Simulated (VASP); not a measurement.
Wanted: the native input for a VASP 6.6.1 run.

* Task: single point
* Functional: PBEsol
* Potentials or basis: VASP PAW PBE potentials, release 64 (Al, Ga_d, N)
* Cutoff: 520 eV
* k mesh: 6 × 8 × 6
* Occupations: gaussian, width 0.05 eV
* Spin: no spin polarisation
* Dipole correction: no
* Further INCAR settings: ALGO = Normal; EDIFF = 1e-06; NBANDS = 41

The structure of AlGa3N4 lies in POSCAR:

```
AlGa3N4
1.0
    5.1423512025      0.0000000000      0.0001215039
    0.0000000000      3.1649848011      0.0000000000
   -0.0035856884      0.0000000000      5.4784941380
Al Ga N
1 3 4
Direct
    0.0006034235      0.5000000000      0.6673576246
    0.4991167026      0.5000000000      0.3349195796
    0.4990273840      0.0000000000      0.8315570006
    0.9998617813      0.0000000000      0.1661805284
    0.1434047006      0.5000000000      0.3241969209
    0.1413819267      0.0000000000      0.8104755651
    0.6441795862      0.0000000000      0.1503157927
    0.6549682931      0.5000000000      0.6513960113
```

This cell differs from its parent crystal: all N atoms moved -0.150 Å, as atom 5 towards its neighbour atom 8 (N) at 3.087 Å.

One way to write it, as run:

INCAR

```
PREC = Accurate ; ENCUT = 520
EDIFF = 1E-6 ; ISMEAR = 0
SIGMA = 0.05 ; LREAL = F
LASPH = T ; NELM = 60
ALGO = Normal ; ISIF = 2
LWAVE = F ; LCHARG = F
GGA = PS ; NBANDS = 41
```

KPOINTS

```
regular mesh
0
Gamma
  6 8 6
```

Potentials or basis: VASP PAW PBE potentials, release 64 (Al, Ga_d, N).

Launch:

```bash
$ cat potpaw_PBE.64/Al/POTCAR potpaw_PBE.64/Ga_d/POTCAR potpaw_PBE.64/N/POTCAR > POTCAR
$ mpirun -np 1 vasp_std > vasp.out
```

It gave:

| Property | Result |
| --- | --- |
| Pressure | 2.2 GPa |
| Largest force | 2.306 eV/Å |
| Band gap on the k mesh | 2.18 eV |

Caveat: the cell differs from its parent crystal (all N atoms moved -0.150 Å, as atom 5 towards its neighbour atom 8 (N) at 3.087 Å); the PAW data sets were made with another functional, which shifts forces and pressure a little.

It took 3 min on 1 thread of AMD EPYC 9R45 96-Core Processor (Zen 5), on a shared host, peak memory 0.36 GiB.
